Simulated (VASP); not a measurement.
# P (Pm-3m) in VASP: a series of runs

The runs below take P through single point, with r2SCAN.

Program: VASP 6.6.1. These are calculated values, not measurements. Logs are shortened: lines on timing, memory, paths and dates and some standing lists are left out, and cuts for length are marked.

## Step 1: The cell of the first run

The structure is cubic, space group Pm-3m (No. 221). Conventional cell: a = 2.388 Å, b = 2.388 Å, c = 2.388 Å, α = 90.00°, β = 90.00°, γ = 90.00°. P (site symmetry m-3m) has 6 P at 2.39 Å within 3.2 Å.

This isn't the form of P at room conditions, which is orthorhombic.

## Step 2: Single point, r2SCAN (13.61 Å³/atom)

POSCAR reads:

```
P
1.0
    2.3875909710      0.0000000000      0.0000000000
    0.0000000000      2.3875909710      0.0000000000
    0.0000000000      0.0000000000      2.3875909710
P
1
Direct
    0.0000000000      0.0000000000      0.0000000000
```

INCAR.step1 reads:

```
ALGO     = Normal         # electronic algorithm
EDIFF    = 1E-4           # SCF threshold, eV
ENCUT    = 520            # plane-wave cutoff, eV
GGA      = PE             # functional
ISMEAR   = 0              # smearing method
LASPH    = T              # aspherical terms in the spheres
LCHARG   = F              # write CHGCAR
LREAL    = F              # projectors in reciprocal space
LWAVE    = T              # write WAVECAR
NBANDS   = 8              # bands
NELM     = 100            # most SCF steps
PREC     = Accurate       # precision mode
SIGMA    = 0.1            # smearing width, eV
```

INCAR.step2 reads:

```
ALGO     = Normal         # electronic algorithm
EDIFF    = 1E-6           # SCF threshold, eV
ENCUT    = 520            # plane-wave cutoff, eV
ISIF     = 2              # what is computed and relaxed
ISMEAR   = 0              # smearing method
ISTART   = 1            
LASPH    = T              # aspherical terms in the spheres
LCHARG   = T              # write CHGCAR
LELF     = T              # ELF
LMIXTAU  = T            
LREAL    = F              # projectors in reciprocal space
LVHAR    = T            
LWAVE    = F              # write WAVECAR
METAGGA  = R2SCAN         # meta-GGA
NBANDS   = 8              # bands
NELM     = 100            # most SCF steps
PREC     = Accurate       # precision mode
SIGMA    = 0.1            # smearing width, eV
```

KPOINTS reads:

```
k-points
0
Gamma
  18 18 18
```

Potentials or basis: VASP PAW PBE potentials, release 64 (P).

Command:

```console
$ cat potpaw_PBE.64/P/POTCAR > POTCAR
$ cp INCAR.step1 INCAR
$ mpirun -np 1 vasp_std > vasp.out
$ cp INCAR.step2 INCAR
$ mpirun -np 1 vasp_std > vasp.out
```

OUTCAR:

```text
EDIFF = 1E-6
   ENCUT = 520
   ISIF = 2
   ISMEAR = 0
   ISTART = 1
   LASPH = T
   LREAL = F
   METAGGA = R2SCAN
   NELM = 100
   PREC = Accurate

 ion  position               nearest neighbor table
   1  0.000  0.000  0.000-

  LATTYP: Found a simple cubic cell.
 ALAT       =     2.3875909710

  Lattice vectors:

 A1 = (   2.3875909710,   0.0000000000,   0.0000000000)
 A2 = (   0.0000000000,   2.3875909710,   0.0000000000)
 A3 = (   0.0000000000,   0.0000000000,   2.3875909710)

Analysis of symmetry for initial positions (statically):
=====================================================================
 Subroutine PRICEL returns:
 Original cell was already a primitive cell.

 Routine SETGRP: Setting up the symmetry group for a
 simple cubic supercell.

 Subroutine GETGRP returns: Found 48 space group operations
 (whereof 48 operations were pure point group operations)
 out of a pool of 48 trial point group operations.

The static configuration has the point symmetry O_h .

Analysis of symmetry for dynamics (positions and initial velocities):
=====================================================================
 Subroutine PRICEL returns:
 Original cell was already a primitive cell.

 Routine SETGRP: Setting up the symmetry group for a
 simple cubic supercell.

 Subroutine GETGRP returns: Found 48 space group operations
 (whereof 48 operations were pure point group operations)
 out of a pool of 48 trial point group operations.

The dynamic configuration has the point symmetry O_h .

 Subroutine INISYM returns: Found 48 space group operations
 (whereof 48 operations are pure point group operations),
 and found     1 'primitive' translations

----------------------------------------------------------------------------------------

                                     Primitive cell

  volume of cell :      13.6107

  direct lattice vectors                    reciprocal lattice vectors
     2.387590971  0.000000000  0.000000000     0.418832209  0.000000000  0.000000000
     0.000000000  2.387590971  0.000000000     0.000000000  0.418832209  0.000000000
     0.000000000  0.000000000  2.387590971     0.000000000  0.000000000  0.418832209

  length of vectors
     2.387590971  2.387590971  2.387590971     0.418832209  0.418832209  0.418832209

  position of ions in fractional coordinates (direct lattice)
     0.000000000  0.000000000  0.000000000

  ion indices of the primitive-cell ions
   primitive index   ion index
                 1           1

----------------------------------------------------------------------------------------

 KPOINTS: k-points

Automatic generation of k-mesh.
 Grid dimensions read from file:
 generate k-points for:   18   18   18

 Generating k-lattice:

  Cartesian coordinates                     Fractional coordinates (reciprocal lattice)
     0.023268456  0.000000000  0.000000000     0.055555556  0.000000000  0.000000000
     0.000000000  0.023268456  0.000000000     0.000000000  0.055555556  0.000000000
     0.000000000  0.000000000  0.023268456     0.000000000  0.000000000  0.055555556

  Length of vectors
     0.023268456  0.023268456  0.023268456

  Shift w.r.t. Gamma in fractional coordinates (k-lattice)
     0.000000000  0.000000000  0.000000000

 Subroutine IBZKPT returns following result:
 ===========================================

 Found    220 irreducible k-points:

 Following reciprocal coordinates:
            Coordinates               Weight
  0.000000  0.000000  0.000000      1.000000
  0.055556  0.000000  0.000000      6.000000
  0.111111  0.000000  0.000000      6.000000
  0.166667  0.000000  0.000000      6.000000
  0.222222  0.000000  0.000000      6.000000
  0.277778  0.000000  0.000000      6.000000
[... 16 lines left out ...]
  0.277778  0.111111  0.000000     24.000000
  0.333333  0.111111  0.000000     24.000000
 [... further k-points ...]
   k-points           NKPTS =    220   k-points in BZ     NKDIM =    220   number of bands    NBANDS=      8
   number of dos      NEDOS =    301   number of ions     NIONS =      1
   total plane-waves  NPLWV =   5832
   dimension x,y,z NGX =    18 NGY =   18 NGZ =   18
   dimension x,y,z NGXF=    36 NGYF=   36 NGZF=   36
   ions per type =               1
   NGX,Y,Z   is equivalent  to a cutoff of  12.53, 12.53, 12.53 a.u.
   NGXF,Y,Z  is equivalent  to a cutoff of  25.07, 25.07, 25.07 a.u.
 SYSTEM =  unknown system
   PREC   = accura    normal or accurate (medium, high low for compatibility)
   ISTART =      1    job   : 0-new  1-cont  2-samecut
   ICHARG =      0    charge: 1-file 2-atom 10-const
   ISPIN  =      1    spin polarized calculation?
   LNONCOLLINEAR =      F non collinear calculations
   LSORBIT =      F    spin-orbit coupling
   LASPH  =      T    aspherical Exc in radial PAW
   ENCUT  =  520.0 eV  38.22 Ry    6.18 a.u.   4.44  4.44  4.44*2*pi/ulx,y,z
   NELM   =    100;   NELMIN=  2; NELMDL=  0     # of ELM steps
[... 56 lines left out ...]
      5      17.6498      0.00000
      6      17.6498      0.00000
      7      27.0849      0.00000
      8      37.4529      0.00000

 k-point     2 :       0.0556    0.0000    0.0000
  band No.  band energies     occupation
      1      -7.3923      2.00000
      2      14.6258      0.00000
      3      16.3864      0.00000
      4      16.3864      0.00000
      5      17.7113      0.00000
      6      19.2702      0.00000
      7      27.3325      0.00000
      8      36.8329      0.00000

 k-point     3 :       0.1111    0.0000    0.0000
  band No.  band energies     occupation
      1      -7.1586      2.00000
      2      12.4197      0.00000
      3      16.5744      0.00000
      4      16.5744      0.00000
      5      17.8931      0.00000
      6      21.2014      0.00000
      7      28.1054      0.00000
      8      35.3705      0.00000

 k-point     4 :       0.1667    0.0000    0.0000
  band No.  band energies     occupation
      1      -6.7713      2.00000
      2      10.2470      1.99963
      3      16.8833      0.00000
      4      16.8833      0.00000
      5      18.1874      0.00000
      6      22.8332      0.00000
      7      29.4191      0.00000
      8      33.6034      0.00000

 k-point     5 :       0.2222    0.0000    0.0000
  band No.  band energies     occupation
      1      -6.2344      2.00000
      2       8.1650      2.00000
      3      17.3043      0.00000
      4      17.3043      0.00000
      5      18.5783      0.00000
      6      24.1543      0.00000
      7      31.0864      0.00000
      8      31.8030      0.00000

 k-point     6 :       0.2778    0.0000    0.0000
  band No.  band energies     occupation
      1      -5.5558      2.00000
      2       6.2039      2.00000
      3      17.8212      0.00000
      4      17.8212      0.00000
      5      19.0397      0.00000
      6      25.2945      0.00000
      7      30.0952      0.00000
      8      30.0952      0.00000

 k-point     7 :       0.3333    0.0000    0.0000
  band No.  band energies     occupation
      1      -4.7516      2.00000
      2       4.3926      2.00000
      3      18.4028      0.00000
      4      18.4028      0.00000
      5      19.5292      0.00000
      6      26.3769      0.00000
      7      28.5601      0.00000
      8      28.5601      0.00000
[... 133 lines left out ...]
 k-point    20 :       0.1111    0.1111    0.0000
  band No.  band energies     occupation
      1      -6.8470      2.00000
      2      12.1031      0.00000
      3      13.4331      0.00000
      4      16.8248      0.00000
      5      19.9614      0.00000
      6      22.9817      0.00000
      7      28.7155      0.00000
      8      33.2109      0.00000

 k-point    21 :       0.1667    0.1111    0.0000
  band No.  band energies     occupation
      1      -6.4599      2.00000
      2      10.3958      1.85500
      3      13.3134      0.00000
      4      17.1327      0.00000
      5      20.4887      0.00000
      6      24.5747      0.00000
      7      29.2576      0.00000
      8      31.8860      0.00000

 k-point    22 :       0.2222    0.1111    0.0000
  band No.  band energies     occupation
      1      -5.9234      2.00000
      2       8.3935      2.00000
      3      13.6852      0.00000
      4      17.5523      0.00000
      5      20.9785      0.00000
      6      25.8435      0.00000
      7      28.7325      0.00000
      8      32.1173      0.00000

 k-point    23 :       0.2778    0.1111    0.0000
  band No.  band energies     occupation
      1      -5.2452      2.00000
      2       6.4614      2.00000
      3      14.2025      0.00000
      4      18.0675      0.00000
      5      21.4995      0.00000
      6      26.2116      0.00000
      7      28.0176      0.00000
      8      30.3221      0.00000

 k-point    24 :       0.3333    0.1111    0.0000
  band No.  band energies     occupation
      1      -4.4412      2.00000
      2       4.6640      2.00000
      3      14.7981      0.00000
      4      18.6468      0.00000
      5      22.0292      0.00000
      6      25.1899      0.00000
      7      28.5707      0.00000
      8      28.7933      0.00000

 [... further k-points ...]

------------------------ aborting loop because EDIFF is reached ----------------------------------------

  FORCE on cell =-STRESS in cart. coord.  units (eV):
  Direction    XX          YY          ZZ          XY          YZ          ZX
  --------------------------------------------------------------------------------------
  -------------------------------------------------------------------------------------
  Total        0.6470019      0.6470019      0.6470019     -0.0000000     -0.0000000     -0.0000000
  in kB       76.1616492     76.1616492     76.1616492     -0.0000000     -0.0000000     -0.0000000
  external PRESSURE =      76.1616492 kB  Pullay stress =       0.0000000 kB

 VOLUME and BASIS-vectors are now :
 -----------------------------------------------------------------------------
  energy-cutoff  :      520.00
  volume of cell :       13.61
      direct lattice vectors                 reciprocal lattice vectors
     2.387590971  0.000000000  0.000000000     0.418832209  0.000000000  0.000000000
     0.000000000  2.387590971  0.000000000     0.000000000  0.418832209  0.000000000
     0.000000000  0.000000000  2.387590971     0.000000000  0.000000000  0.418832209

 POSITION                                       TOTAL-FORCE (eV/Angst)
 -----------------------------------------------------------------------------------
      0.00000      0.00000      0.00000         0.000000      0.000000      0.000000
 -----------------------------------------------------------------------------------
    total drift:                               -0.000000     -0.000000     -0.000000

  FREE ENERGIE OF THE ION-ELECTRON SYSTEM (eV)
  ---------------------------------------------------
  free  energy   TOTEN  =        -8.7912852690 eV

  energy  without entropy=       -8.7892522545  energy(sigma->0) =       -8.79026876
```

It took 32 s on 1 thread of Intel Xeon Platinum 8488C (Sapphire Rapids), shared host; peak memory 0.13 GiB.

Results:

* Free energy: -8.7913 eV
* Pressure: 7.6 GPa
* Band gap on the k mesh: zero (an odd number of electrons rules out a gap without spin polarisation)

Levels at points of the mesh, in eV from the Fermi level:
| k point | band 1 | band 2 | band 3 | band 4 | band 5 | band 6 | band 7 | band 8 |
| --- | --- | --- | --- | --- | --- | --- | --- | --- |
| (0.00, 0.00, 0.00) | -17.97 | 5.82 | 5.82 | 5.82 | 7.15 | 7.15 | 16.59 | 26.95 |
| (0.50, 0.00, 0.00) | -13.08 | -9.59 | 9.15 | 9.15 | 9.94 | 15.56 | 15.56 | 18.62 |
| (0.50, 0.50, 0.00) | -7.64 | -5.85 | -5.85 | 0.97 | 12.30 | 18.37 | 18.37 | 19.15 |
| (0.50, 0.50, 0.50) | -2.37 | -2.37 | -2.37 | -0.51 | 4.91 | 4.91 | 4.91 | 12.04 |

Caveat: the cell stands under pressure; the PAW data sets were made with another functional, which shifts forces and pressure a little.

(Continued in part 2 of 2.)
